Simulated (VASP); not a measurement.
NaSc2:

```
Na Sc
1.0
     4.48407    0.00000    0.00000
    -2.24204    3.88332    0.00000
     0.00000    0.00000    3.15394
Na Sc
1 2
Cartesian
  0.0000 0.0000 0.0000
  0.0000 2.5889 1.5770
  2.2420 1.2944 1.5770
```

| Quantity | Value |
| --- | --- |
| Program | VASP 6.6.1 |
| Task | relaxation of cell and atoms |
| Functional | PBE |
| Potentials or basis | VASP PAW PBE potentials, release 64 (Na_pv, Sc_sv) |
| Cutoff | 600 eV |
| k mesh | 6 × 6 × 6 |
| Occupations | gaussian, width 0.1 eV |
| Spin | no spin polarisation |

At the start: pressure 22.8 GPa; volume 18.31 Å³/atom.

How do energy, volume and symmetry change on relaxing?

Over 8 steps the energy falls by 680.0 meV/atom and the volume is 26.96 Å³/atom (+47.2 %); space group P6/mmm (No. 191, to 0.1 Å) before and after.

The path:
| step | energy change (eV) | largest force (eV/Å) | pressure (GPa) | volume (Å³) |
| --- | --- | --- | --- | --- |
| 1 | 0.0000 | 0.0000 | 22.84 | 54.92 |
| 2 | -1.8239 | 0.0000 | 1.32 | 78.09 |
| 3 | -1.8060 | 0.0000 | -3.37 | 93.01 |
| 4 | -1.8768 | 0.0000 | -1.42 | 85.38 |
| 5 | -1.8776 | 0.0000 | -1.22 | 84.69 |
| 6 | -1.9893 | 0.0000 | -0.72 | 83.00 |
| 7 | -2.0344 | 0.0000 | -0.14 | 81.55 |
| 8 | -2.0399 | 0.0000 | 0.09 | 80.87 |

Final structure:
```cif
data_structure
_symmetry_space_group_name_H-M 'P 1'
_symmetry_Int_Tables_number 1
_cell_length_a 5.5591
_cell_length_b 5.5591
_cell_length_c 3.0216
_cell_angle_alpha 90.000
_cell_angle_beta 90.000
_cell_angle_gamma 120.000
_cell_volume 80.87
loop_
_atom_site_label
_atom_site_type_symbol
_atom_site_fract_x
_atom_site_fract_y
_atom_site_fract_z
_atom_site_occupancy
Na1 Na 0.00000 0.00000 0.00000 1
Sc1 Sc 0.33333 0.66667 0.50000 1
Sc2 Sc 0.66667 0.33333 0.50000 1
```

Caveat: the volume moved by over 15 % at a fixed basis, so the end points are rough; the highest band is partly filled, so the run has too few bands.
